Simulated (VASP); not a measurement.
# NaTa4F (P4/mmm) in VASP: single point with PBE

Aim: the single point of NaTa4F with PBE.

Program: VASP 6.6.1. These are calculated values, not measurements. Logs are shortened: lines on timing, memory, paths and dates and some standing lists are left out, and cuts for length are marked.

### Step 1. The cell of the first run

It takes space group P4/mmm (No. 123, tetragonal). Conventional cell: a = 3.985 Å, b = 3.985 Å, c = 8.537 Å, α = 90.00°, β = 90.00°, γ = 90.00°. Na (site symmetry 4/mmm) has 8 Ta at 3.48 Å and 4 Na at 3.98 Å within 4.6 Å. Within 3.2 Å of Ta (site symmetry 2mm) lie 2 F at 2.44 Å and 5 Ta at 2.82 Å. F (site symmetry 4/mmm) has 8 Ta at 2.44 Å within 3.2 Å.

The cell was generated, and may not be a known phase.

### Step 2. Single point, PBE

INCAR

```
SYSTEM = NaTa4F
PREC = Accurate
ENCUT = 520
EDIFF = 1E-6
ISMEAR = 0
SIGMA = 0.1
LREAL = .False.
LASPH = .True.
NELM = 100
ALGO = Normal
ISIF = 2
LWAVE = .False.
LCHARG = .True.
GGA = PE
LELF = .True.
LVHAR = .True.
NBANDS = 38
```

KPOINTS

```
regular mesh
0
Gamma
  10 10 6
  0 0 0
```

POSCAR

```
NaTa4F
1.0
    3.9846236221      0.0000000000      0.0000000000
    0.0000000000      3.9846236221      0.0000000000
    0.0000000000      0.0000000000      8.5370380619
Na Ta F
1 4 1
Direct
    0.0000000000      0.0000000000      0.5000000000
    0.5000000000      0.0000000000      0.1652633560
    0.5000000000      0.0000000000      0.8347366440
    0.0000000000      0.5000000000      0.8347366440
    0.0000000000      0.5000000000      0.1652633560
    0.5000000000      0.5000000000      0.0000000000
```

Potentials or basis: VASP PAW PBE potentials, release 64 (Na_pv, Ta_pv, F).

Started as:

```
cat potpaw_PBE.64/Na_pv/POTCAR potpaw_PBE.64/Ta_pv/POTCAR potpaw_PBE.64/F/POTCAR > POTCAR
mpirun -np 1 vasp_std > vasp.out
```

OUTCAR:

```text
SYSTEM = NaTa4F
   PREC = Accurate
   ENCUT = 520
   EDIFF = 1E-6
   ISMEAR = 0
   LREAL = .False.
   LASPH = .True.
   NELM = 100
   ISIF = 2
   GGA = PE

 ion  position               nearest neighbor table
   1  0.000  0.000  0.500-
   2  0.500  0.000  0.165-   6 2.44   6 2.44   5 2.82   5 2.82   5 2.82   5 2.82   3 2.82
   3  0.500  0.000  0.835-   6 2.44   6 2.44   4 2.82   4 2.82   4 2.82   4 2.82   2 2.82
   4  0.000  0.500  0.835-   6 2.44   6 2.44   3 2.82   3 2.82   3 2.82   3 2.82   5 2.82
   5  0.000  0.500  0.165-   6 2.44   6 2.44   2 2.82   2 2.82   2 2.82   2 2.82   4 2.82
   6  0.500  0.500  0.000-   2 2.44   3 2.44   4 2.44   5 2.44   2 2.44   3 2.44   4 2.44   5 2.44

  LATTYP: Found a simple tetragonal cell.
 ALAT       =     3.9846236221
 C/A-ratio  =     2.1424954705

  Lattice vectors:

 A1 = (   3.9846236221,   0.0000000000,   0.0000000000)
 A2 = (   0.0000000000,   3.9846236221,   0.0000000000)
 A3 = (   0.0000000000,   0.0000000000,   8.5370380619)

Analysis of symmetry for initial positions (statically):
=====================================================================
 Subroutine PRICEL returns:
 Original cell was already a primitive cell.

 Routine SETGRP: Setting up the symmetry group for a
 simple tetragonal supercell.

 Subroutine GETGRP returns: Found 16 space group operations
 (whereof 16 operations were pure point group operations)
 out of a pool of 16 trial point group operations.

The static configuration has the point symmetry D_4h.

Analysis of symmetry for dynamics (positions and initial velocities):
=====================================================================
 Subroutine PRICEL returns:
 Original cell was already a primitive cell.

 Routine SETGRP: Setting up the symmetry group for a
 simple tetragonal supercell.

 Subroutine GETGRP returns: Found 16 space group operations
 (whereof 16 operations were pure point group operations)
 out of a pool of 16 trial point group operations.

The dynamic configuration has the point symmetry D_4h.

 Subroutine INISYM returns: Found 16 space group operations
 (whereof 16 operations are pure point group operations),
 and found     1 'primitive' translations

----------------------------------------------------------------------------------------

                                     Primitive cell

  volume of cell :     135.5445

  direct lattice vectors                    reciprocal lattice vectors
     3.984623622  0.000000000  0.000000000     0.250964732  0.000000000  0.000000000
     0.000000000  3.984623622  0.000000000     0.000000000  0.250964732  0.000000000
     0.000000000  0.000000000  8.537038062     0.000000000  0.000000000  0.117136645

  length of vectors
[... 98 lines left out ...]
   POTIM  = 0.5000    time-step for ionic-motion
   TEBEG  =    0.0;   TEEND  =   0.0 temperature during run
   PSTRESS=    0.0 pullay stress
   NELECT =      58.0000    total number of electrons
   NUPDOWN=      -1.0000    fix difference up-down
   EMIN   =  10.00;   EMAX   =-10.00  energy-range for DOS
   EFERMI =   0.00;   METHOD = LEGACY
   ISMEAR =     0;   SIGMA  =   0.10  broadening in eV -4-tet -1-fermi 0-gaus
   EFERMI_NEDOS =   21; number of points for ismear=-14 and -15
   IALGO  =     38    algorithm
   IMIX   =      4    mixing-type and parameters
     AMIX     =   0.40;   BMIX     =  1.00
     AMIX_MAG =   1.60;   BMIX_MAG =  1.00
  volume/ion in A,a.u.               =      22.59       152.45
  Fermi-wavevector in a.u.,A,eV,Ry     =   1.233645  2.331251 20.706436  1.521880
  Thomas-Fermi vector in A             =   2.368367
   LORBIT       =      0    0 simple, 1 ext, 2 COOP (PROOUT), +10 PAW based schemes
   GGA     = PE    functional components
   LHFCALC =     F    Hartree Fock is set to
   AEXX    =    0.0000 exact exchange contribution
   IVDW    =     0    specifies the selected vdW correction
   LEPSILON=     F    determine dielectric tensor
   LRPA    =     F    only Hartree local field effects (RPA)
 non-spin polarized calculation
 Gauss-broadening in eV      SIGMA  =   0.10
  energy-cutoff  :      520.00
  volume of cell :      135.54
 maximum number of plane-waves:      3712
 NGX is ok and might be reduce to    30
   NGX = 15   NGY = 15   NGZ = 31

 number of electron      57.9999958 magnetization

 Free energy of the ion-electron system (eV)
  ---------------------------------------------------
  ext. energy  EPLUGINS =         0.00000000
  ---------------------------------------------------
  free energy    TOTEN  =       -44.49419172 eV

  energy without entropy =      -44.46658025  energy(sigma->0) =      -44.48038598

 E-fermi :   2.9344     XC(G=0):  -9.9451

 val. band max:        2.9323406602   @ k =   0.3000   0.0000   0.0000
 cond. band min:       2.9356742541   @ k =   0.3000   0.0000   0.1667
 fundamental gap:      0.0033335939
 Fermi energy:         2.9343604180

 k-point     1 :       0.0000    0.0000    0.0000
  band No.  band energies     occupation
      1     -31.9292      2.00000
      2     -31.9292      2.00000
      3     -31.8660      2.00000
      4     -31.8660      2.00000
      5     -31.8260      2.00000
      6     -31.5661      2.00000
[... 973 lines left out ...]
     37       6.6405      0.00000
     38       6.9078      0.00000

 [... further k-points ...]

------------------------ aborting loop because EDIFF is reached ----------------------------------------

  FORCE on cell =-STRESS in cart. coord.  units (eV):
  Direction    XX          YY          ZZ          XY          YZ          ZX
  --------------------------------------------------------------------------------------
  -------------------------------------------------------------------------------------
  Total        0.0179788      0.0179788      0.0253160      0.0000000     -0.0000000      0.0000000
  in kB        0.2125154      0.2125154      0.2992424      0.0000000     -0.0000000      0.0000000
  external PRESSURE =       0.2414244 kB  Pullay stress =       0.0000000 kB

 VOLUME and BASIS-vectors are now :
 -----------------------------------------------------------------------------
  energy-cutoff  :      520.00
  volume of cell :      135.54
      direct lattice vectors                 reciprocal lattice vectors
     3.984623622  0.000000000  0.000000000     0.250964732  0.000000000  0.000000000
     0.000000000  3.984623622  0.000000000     0.000000000  0.250964732  0.000000000
     0.000000000  0.000000000  8.537038062     0.000000000  0.000000000  0.117136645

 POSITION                                       TOTAL-FORCE (eV/Angst)
 -----------------------------------------------------------------------------------
      0.00000      0.00000      4.26852         0.000000      0.000000      0.000000
      1.99231      0.00000      1.41086        -0.000000      0.000000      0.005622
      1.99231      0.00000      7.12618         0.000000      0.000000     -0.005622
      0.00000      1.99231      7.12618         0.000000      0.000000     -0.005622
      0.00000      1.99231      1.41086         0.000000     -0.000000      0.005622
      1.99231      1.99231      0.00000         0.000000      0.000000      0.000000
 -----------------------------------------------------------------------------------
    total drift:                                0.000000      0.000000      0.000000

  FREE ENERGIE OF THE ION-ELECTRON SYSTEM (eV)
  ---------------------------------------------------
  free  energy   TOTEN  =       -44.4941917184 eV

  energy  without entropy=      -44.4665802513  energy(sigma->0) =      -44.48038598
```

OSZICAR:

```text
N       E                     dE             d eps       ncg     rms          rms(c)
DAV:   1     0.604702261317E+03    0.60470E+03   -0.31773E+04  6384   0.157E+03
DAV:   2    -0.692634824347E+00   -0.60539E+03   -0.58951E+03  6754   0.455E+02
DAV:   3    -0.440512686981E+02   -0.43359E+02   -0.41304E+02  7990   0.111E+02
DAV:   4    -0.459916207473E+02   -0.19404E+01   -0.18843E+01  8018   0.211E+01
DAV:   5    -0.460678250242E+02   -0.76204E-01   -0.75835E-01  8656   0.372E+00    0.192E+01
DAV:   6    -0.447711240527E+02    0.12967E+01   -0.43268E+00  8508   0.110E+01    0.961E+00
DAV:   7    -0.445406232224E+02    0.23050E+00   -0.12602E+00  7912   0.619E+00    0.286E+00
DAV:   8    -0.444959558449E+02    0.44667E-01   -0.18031E-01  7818   0.223E+00    0.626E-01
DAV:   9    -0.444948649168E+02    0.10909E-02   -0.46587E-02  8156   0.949E-01    0.314E-01
DAV:  10    -0.444940955851E+02    0.76933E-03   -0.71690E-03  8166   0.420E-01    0.109E-01
DAV:  11    -0.444941889105E+02   -0.93325E-04   -0.53603E-04  7456   0.120E-01    0.191E-02
DAV:  12    -0.444941907886E+02   -0.18782E-05   -0.51501E-05  8822   0.332E-02    0.971E-03
DAV:  13    -0.444941919742E+02   -0.11856E-05   -0.77254E-06  7112   0.127E-02    0.539E-03
DAV:  14    -0.444941917184E+02    0.25578E-06   -0.79644E-07  5138   0.506E-03
   1 F= -.44494192E+02 E0= -.44480386E+02  d E =-.276115E-01
```

stdout:

```text
POSCAR found type information on POSCAR NaTaF
 POSCAR found :  3 types and       6 ions
 scaLAPACK will be used
 LDA part: xc-table for (Slater+PW92), standard interpolation
 POSCAR, INCAR and KPOINTS ok, starting setup
 FFT: planning ... GRIDC
 FFT: planning ... GRID_SOFT
 FFT: planning ... GRID
 WAVECAR not read
 entering main loop
```

It took 7.7 min on 1 thread of Intel Xeon Platinum 8259CL at 2.50GHz (Skylake/Cascade Lake), shared host; peak memory 0.48 GiB.

What came out:

| Property | Result |
| --- | --- |
| Free energy | -44.4942 eV |
| Pressure | 0.0 GPa |
| Largest force | 0.006 eV/Å |
| Band gap on the k mesh | zero (bands 29 and 30 overlap by 0.69 eV) |

Forces in eV/Å, atoms in the order of the input:
```
Na   0.000  0.000  0.000
Ta   0.000  0.000  0.006
Ta   0.000  0.000 -0.006
Ta   0.000  0.000 -0.006
Ta   0.000  0.000  0.006
F    0.000  0.000  0.000
```

Caveat: spin-orbit coupling is left out, which moves the levels of the heavy elements.
